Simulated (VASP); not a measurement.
Si, 2 atoms in the cell. Symmetry: Fd-3m, No. 227, cubic system. Conventional cell: a = 5.402 Å, b = 5.402 Å, c = 5.402 Å, α = 90.00°, β = 90.00°, γ = 90.00°. Within 3.1 Å of Si (site symmetry -43m) lie 4 Si at 2.34 Å. 

| Property | Result |
| --- | --- |
| Program | VASP 6.6.1 |
| Task | single point |
| Functional | LDA |
| Potentials or basis | VASP PAW LDA potentials, release 64 (Si) |
| Cutoff | 520 eV |
| k mesh | 12 × 12 × 12 |
| Occupations | gaussian, width 0.02 eV |
| Spin | no spin polarisation |
| Dipole correction | no |
| Further INCAR settings | ALGO = Normal; EDIFF = 1e-07; NBANDS = 11 |

Potentials or basis: VASP PAW LDA potentials, release 64 (Si).

The run is started by

```sh
$ cat potpaw_LDA.64/Si/POTCAR > POTCAR
$ mpirun -np 1 vasp_std > vasp.out
```

Hardware: 1 thread of Intel(R) Xeon(R) 6975P-C (Granite Rapids), with other jobs on the host.

Q: How long does it take, and how much memory?

A: It took 12 s on 1 thread of Intel(R) Xeon(R) 6975P-C (Granite Rapids), with other jobs on the host, peak memory 0.14 GiB. Counts: scf iterations 12, k points 72.
